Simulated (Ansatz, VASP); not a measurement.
AlN in VASP and in Ansatz

The input INCAR:

```
SYSTEM = AlN
PREC = Accurate
ENCUT = 520
EDIFF = 1E-7
ISMEAR = 0
SIGMA = 0.05
LREAL = .FALSE.
LASPH = .TRUE.
NELM = 60
ALGO = Normal
ISIF = 2
LWAVE = .FALSE.
LCHARG = .FALSE.
GGA = PS
NBANDS = 11
```

KPOINTS

```
Automatic mesh
0
G
  10 10 10
  0 0 0
```

POSCAR

```
AlN
1.0
    0.0000000000      2.2396523787      2.1631588278
    2.1631588278      0.0000000000      2.1631588278
    2.1631588278      2.2396523787      0.0000000000
Al N
1 1
Direct
   -0.0045066557      0.0045066557      0.0045066557
    0.7586811240      0.7413188760      0.7413188760
```

Input for Ansatz:

```yaml
crystal:
  lattice:
    - [0.0, 2.2396523787, 2.1631588278]
    - [2.1631588278, 0.0, 2.1631588278]
    - [2.1631588278, 2.2396523787, 0.0]
  atoms:
    - { symbol: Al, position: [-0.0045066557, 0.0045066557, 0.0045066557] }
    - { symbol: "N", position: [0.758681124, 0.741318876, 0.741318876] }
basis:
  ecutwfc: 520.0
kpoints:
  mp_grid: { grid: [10, 10, 10] }
hamiltonian:
  xc: pbesol
  pseudopotentials: { kind: paw, azcp: { folder: soft_1 } }
scf:
  occupations: { method: gaussian, width: 0.05 }
output:
  forces: true
  stress: true
  eigenvalues: true
```

Change from the starting cell: mode 4 frozen in at -0.038 Å, strain +e along z and -e/2 along x and y +0.0233.

Alike in both runs: task single point; functional PBEsol; k mesh 10 × 10 × 10; occupations gaussian, width 0.05 eV; no spin polarisation.

|  | VASP | Ansatz |
| --- | --- | --- |
| version | VASP 6.6.1 | Ansatz 0.2.0 |
| potentials or method | VASP PAW PBE potentials, release 64 (Al, N), cutoff 520 eV | scalar-relativistic, plane waves, PAW |
| valence electrons in the cell | 8 | 8 |

Ansatz gave:

| Quantity | Value |
| --- | --- |
| gap on the k mesh at the Fermi level (eV) | 3.00 |
| least direct gap on the mesh (eV) | 3.91 |
| pressure (GPa) | 0.4 |
| traceless stress, the component that is largest in VASP (GPa) | -3.91 |
| rms of the force components (eV/Å) | 0.460 |

**Question.** Estimate VASP's values.

**Answer.** gap on the k mesh at the Fermi level (eV): 2.99; least direct gap on the mesh (eV): 3.93; pressure (GPa): 0.4; traceless stress, the component that is largest in VASP (GPa): -3.97; rms of the force components (eV/Å): 0.464.

VASP's potentials were made for PBE, not for PBEsol, and Ansatz warns of the same on its side. Atom by atom the forces differ by 0.003 eV/Å (rms over components). With one functional, cell and mesh, what is left measures potentials, basis and numerics.
